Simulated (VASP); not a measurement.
# Zr (P6_3/mmc) in VASP: relaxation of cell and atoms with PBEsol

Aim: the relaxation of cell and atoms of Zr with PBEsol.

Program: VASP 6.6.1. These are calculated values, not measurements. Logs are shortened: lines on timing, memory, paths and dates and some standing lists are left out, and cuts for length are marked.

**1. The cell of the first run**

The structure is hexagonal, space group P6_3/mmc (No. 194). Conventional cell: a = 3.177 Å, b = 3.177 Å, c = 5.127 Å, α = 90.00°, β = 90.00°, γ = 120.00°. Within 4.1 Å of Zr (site symmetry -6m2) lie 12 Zr at 3.15 to 3.18 Å.

**2. Relaxation of cell and atoms, PBEsol**

INCAR

```
SYSTEM = Zr
ALGO = Fast
EDIFF = 1E-6
EDIFFG = -0.01
ENCUT = 600
GGA = PS
IBRION = 2
ISIF = 3
ISMEAR = 0
LASPH = .True.
LCHARG = .False.
LREAL = .False.
LWAVE = .False.
NELM = 100
NSW = 80
PREC = Accurate
SIGMA = 0.1
```

KPOINTS

```
k-points
0
Gamma
  18 18 8
  0 0 0
```

POSCAR

```
Zr
1.0
    3.1773156405      0.0000000000      0.0000000000
   -1.5886578202      2.7516360605      0.0000000000
    0.0000000000      0.0000000000      5.1270350594
Zr
2
Direct
    0.3333333333      0.6666666667      0.2500000000
    0.6666666667      0.3333333333      0.7500000000
```

Potentials or basis: VASP PAW PBE potentials, release 64 (Zr_sv).

Launch:

```bash
cat potpaw_PBE.64/Zr_sv/POTCAR > POTCAR
mpirun -np 1 vasp_std > vasp.out
```

OUTCAR:

```text
SYSTEM = Zr
   EDIFF = 1E-6
   EDIFFG = -0.01
   ENCUT = 600
   GGA = PS
   IBRION = 2
   ISIF = 3
   ISMEAR = 0
   LASPH = .True.
   LREAL = .False.
   NELM = 100
   NSW = 80
   PREC = Accurate

 ion  position               nearest neighbor table
   1  0.333  0.667  0.250-   2 3.15   2 3.15   2 3.15   2 3.15   2 3.15   2 3.15
   2  0.667  0.333  0.750-   1 3.15   1 3.15   1 3.15   1 3.15   1 3.15   1 3.15

  LATTYP: Found a hexagonal cell.
 ALAT       =     3.1773156405
 C/A-ratio  =     1.6136373088

  Lattice vectors:

 A1 = (   3.1773156405,   0.0000000000,   0.0000000000)
 A2 = (  -1.5886578202,   2.7516360605,   0.0000000000)
 A3 = (   0.0000000000,   0.0000000000,   5.1270350594)

Analysis of symmetry for initial positions (statically):
=====================================================================
 Subroutine PRICEL returns:
 Original cell was already a primitive cell.

 Routine SETGRP: Setting up the symmetry group for a
 hexagonal supercell.

 Subroutine GETGRP returns: Found 24 space group operations
 (whereof 12 operations were pure point group operations)
 out of a pool of 24 trial point group operations.

The static configuration has the point symmetry D_3d.
 The point group associated with its full space group is D_6h.

Analysis of symmetry for dynamics (positions and initial velocities):
=====================================================================
 Subroutine PRICEL returns:
 Original cell was already a primitive cell.

 Routine SETGRP: Setting up the symmetry group for a
 hexagonal supercell.

 Subroutine GETGRP returns: Found 24 space group operations
 (whereof 12 operations were pure point group operations)
 out of a pool of 24 trial point group operations.

The dynamic configuration has the point symmetry D_3d.
 The point group associated with its full space group is D_6h.

 Subroutine INISYM returns: Found 24 space group operations
 (whereof 12 operations are pure point group operations),
 and found     1 'primitive' translations

----------------------------------------------------------------------------------------

                                     Primitive cell

  volume of cell :      44.8247

  direct lattice vectors                    reciprocal lattice vectors
     3.177315640  0.000000000  0.000000000     0.314731085  0.181710077  0.000000000
    -1.588657820  2.751636061  0.000000000     0.000000000  0.363420154  0.000000000
     0.000000000  0.000000000  5.127035059     0.000000000  0.000000000  0.195044502

  length of vectors
     3.177315640  3.177315640  5.127035059     0.363420154  0.363420154  0.195044502

  position of ions in fractional coordinates (direct lattice)
     0.333333333  0.666666667  0.250000000
     0.666666667  0.333333333  0.750000000

  ion indices of the primitive-cell ions
   primitive index   ion index
                 1           1
                 2           2

----------------------------------------------------------------------------------------

 KPOINTS: k-points

Automatic generation of k-mesh.
 Grid dimensions read from file:
 generate k-points for:   18   18    8

 Generating k-lattice:

  Cartesian coordinates                     Fractional coordinates (reciprocal lattice)
     0.017485060  0.010095004  0.000000000     0.055555556  0.000000000  0.000000000
     0.000000000  0.020190009  0.000000000     0.000000000  0.055555556  0.000000000
     0.000000000  0.000000000  0.024380563     0.000000000  0.000000000  0.125000000

  Length of vectors
     0.020190009  0.020190009  0.024380563

  Shift w.r.t. Gamma in fractional coordinates (k-lattice)
     0.000000000  0.000000000  0.000000000

 Subroutine IBZKPT returns following result:
 ===========================================

 Found    185 irreducible k-points:

 Following reciprocal coordinates:
            Coordinates               Weight
  0.000000  0.000000  0.000000      1.000000
  0.055556 -0.000000  0.000000      6.000000
  0.111111 -0.000000  0.000000      6.000000
  0.166667  0.000000  0.000000      6.000000
  0.222222 -0.000000  0.000000      6.000000
  0.277778  0.000000  0.000000      6.000000
[... 16 lines left out ...]
  0.333333  0.111111  0.000000     12.000000
  0.388889  0.111111  0.000000     12.000000
 [... further k-points ...]
   k-points           NKPTS =    185   k-points in BZ     NKDIM =    185   number of bands    NBANDS=     16
   number of dos      NEDOS =    301   number of ions     NIONS =      2
   total plane-waves  NPLWV =  32928
   dimension x,y,z NGX =    28 NGY =   28 NGZ =   42
   dimension x,y,z NGXF=    56 NGYF=   56 NGZF=   84
   ions per type =               2
   NGX,Y,Z   is equivalent  to a cutoff of  14.65, 14.65, 13.62 a.u.
   NGXF,Y,Z  is equivalent  to a cutoff of  29.30, 29.30, 27.24 a.u.
 SYSTEM =  Zr
   PREC   = accura    normal or accurate (medium, high low for compatibility)
   ISTART =      0    job   : 0-new  1-cont  2-samecut
   ICHARG =      2    charge: 1-file 2-atom 10-const
   ISPIN  =      1    spin polarized calculation?
   LNONCOLLINEAR =      F non collinear calculations
   LSORBIT =      F    spin-orbit coupling
   LASPH  =      T    aspherical Exc in radial PAW
   ENCUT  =  600.0 eV  44.10 Ry    6.64 a.u.   6.35  6.35 10.24*2*pi/ulx,y,z
   NELM   =    100;   NELMIN=  2; NELMDL= -5     # of ELM steps
   EDIFF  = 0.1E-05   stopping-criterion for ELM
   LREAL  =      F    real-space projection
   EDIFFG = -.1E-01   stopping-criterion for IOM
   NSW    =     80    number of steps for IOM
   IBRION =      2    ionic relax: 0-MD 1-quasi-New 2-CG
   NFREE  =      1    steps in history (QN), initial steepest desc. (CG)
   ISIF   =      3    stress and relaxation
   ISYM   =      2    0-nonsym 1-usesym 2-fastsym
   POTIM  = 0.5000    time-step for ionic-motion
   TEBEG  =    0.0;   TEEND  =   0.0 temperature during run
   PSTRESS=    0.0 pullay stress
   NELECT =      24.0000    total number of electrons
   NUPDOWN=      -1.0000    fix difference up-down
   EMIN   =  10.00;   EMAX   =-10.00  energy-range for DOS
   EFERMI =   0.00;   METHOD = LEGACY
   ISMEAR =     0;   SIGMA  =   0.10  broadening in eV -4-tet -1-fermi 0-gaus
   EFERMI_NEDOS =   21; number of points for ismear=-14 and -15
   IALGO  =     68    algorithm
   IMIX   =      4    mixing-type and parameters
     AMIX     =   0.40;   BMIX     =  1.00
     AMIX_MAG =   1.60;   BMIX_MAG =  1.00
  volume/ion in A,a.u.               =      22.41       151.25
  Fermi-wavevector in a.u.,A,eV,Ry     =   1.329350  2.512107 24.043830  1.767172
  Thomas-Fermi vector in A             =   2.458519
   LORBIT       =      0    0 simple, 1 ext, 2 COOP (PROOUT), +10 PAW based schemes
   GGA     = PS    functional components
   LHFCALC =     F    Hartree Fock is set to
   AEXX    =    0.0000 exact exchange contribution
   IVDW    =     0    specifies the selected vdW correction
   LEPSILON=     F    determine dielectric tensor
   LRPA    =     F    only Hartree local field effects (RPA)
 conjugate gradient relaxation of ions
 non-spin polarized calculation
 RMM-DIIS sequential band-by-band and
 Gauss-broadening in eV      SIGMA  =   0.10
  energy-cutoff  :      600.00
  volume of cell :       44.82
 maximum number of plane-waves:      1520
 NGX is ok and might be reduce to    28
   NGX = 13   NGY = 13   NGZ = 21

--------------------------------------- Ionic step        1  -------------------------------------------

 number of electron      24.0000000 magnetization

 Free energy of the ion-electron system (eV)
  ---------------------------------------------------
  ext. energy  EPLUGINS =         0.00000000
  ---------------------------------------------------
  free energy    TOTEN  =       -18.16704046 eV

  energy without entropy =      -18.15592058  energy(sigma->0) =      -18.16148052

------------------------ aborting loop because EDIFF is reached ----------------------------------------

  FORCE on cell =-STRESS in cart. coord.  units (eV):
  Direction    XX          YY          ZZ          XY          YZ          ZX
  --------------------------------------------------------------------------------------
  -------------------------------------------------------------------------------------
  Total        0.1215333      0.1215333     -0.0128539      0.0000000     -0.0000000      0.0000000
  in kB        4.3439858      4.3439858     -0.4594390      0.0000000     -0.0000000      0.0000000
  external PRESSURE =       2.7428442 kB  Pullay stress =       0.0000000 kB
[... 93 lines left out ...]
  energy  without entropy=      -18.1562826271  energy(sigma->0) =      -18.16179254

--------------------------------------- Ionic step        4  -------------------------------------------

 number of electron      24.0000000 magnetization

 Free energy of the ion-electron system (eV)
  ---------------------------------------------------
  ext. energy  EPLUGINS =         0.00000000
  ---------------------------------------------------
  free energy    TOTEN  =       -18.16741198 eV

  energy without entropy =      -18.15646946  energy(sigma->0) =      -18.16194072

 E-fermi :   9.2575     XC(G=0): -11.3620

 val. band max:        9.2559426171   @ k =   0.2778   0.2222   0.5000
 cond. band min:       9.2629073376   @ k =   0.0000   0.0000   0.5000
 fundamental gap:      0.0069647204
 Fermi energy:         9.2574708504

 k-point     1 :       0.0000    0.0000    0.0000
  band No.  band energies     occupation
      1     -39.4148      2.00000
      2     -39.2396      2.00000
      3     -18.0252      2.00000
      4     -17.0467      2.00000
      5     -17.0467      2.00000
      6     -16.9057      2.00000
[... 8 lines left out ...]
     15      10.8399      0.00000
     16      10.8399      0.00000
[... 420 lines left out ...]
  band No.  band energies     occupation
      1     -39.2550      2.00000
      2     -39.1973      2.00000
      3     -17.7998      2.00000
      4     -17.6183      2.00000
      5     -17.5412      2.00000
      6     -17.3271      2.00000
[... 8 lines left out ...]
     15      10.6962      0.00000
     16      13.7337      0.00000

 [... further k-points ...]

------------------------ aborting loop because EDIFF is reached ----------------------------------------

  FORCE on cell =-STRESS in cart. coord.  units (eV):
  Direction    XX          YY          ZZ          XY          YZ          ZX
  --------------------------------------------------------------------------------------
  -------------------------------------------------------------------------------------
  Total       -0.0057196     -0.0057196     -0.0128794     -0.0000000     -0.0000000      0.0000000
  in kB       -0.2037549     -0.2037549     -0.4588126     -0.0000000     -0.0000000      0.0000000
  external PRESSURE =      -0.2887742 kB  Pullay stress =       0.0000000 kB
[... 17 lines left out ...]
  FREE ENERGIE OF THE ION-ELECTRON SYSTEM (eV)
  ---------------------------------------------------
  free  energy   TOTEN  =       -18.1674119825 eV

  energy  without entropy=      -18.1564694557  energy(sigma->0) =      -18.16194072

 reached required accuracy - stopping structural energy minimisation
```

It took 4.3 min on 1 thread of Intel Xeon 6975P-C (Granite Rapids), shared host; peak memory 0.28 GiB.

Results:

| Item | Value |
| --- | --- |
| Free energy | -18.1674 eV |
| Relaxed volume | 22.49 Å³/atom |
| Relaxed cell | a = 3.187 Å, b = 3.187 Å, c = 5.114 Å, α = 90.00°, β = 90.00°, γ = 120.00° |
| Space group after relaxing (to 0.1 Å) | P6_3/mmc (No. 194) |
| Energy gained by relaxing | 0.2 meV/atom |
| Ionic steps | 4 |
| Pressure after relaxing | 0.0 GPa |
| Band gap on the k mesh | zero (bands 12 and 13 overlap by 1.20 eV) |

The path:
```tsv
step	energy change (eV)	largest force (eV/Å)	pressure (GPa)	volume (Å³)
1	0.0000	0.0000	0.27	44.82
2	-0.0002	0.0000	-0.22	45.07
3	-0.0003	0.0000	-0.13	45.01
4	-0.0004	0.0000	-0.03	44.97
```

Final structure:
```
Zr
1.0
     3.18667    0.00000    0.00000
    -1.59334    2.75974    0.00000
     0.00000    0.00000    5.11406
Zr
2
Direct
  0.33333 0.66667 0.25000
  0.66667 0.33333 0.75000
```

Caveat: the PAW data sets were made with another functional, which shifts forces and pressure a little.
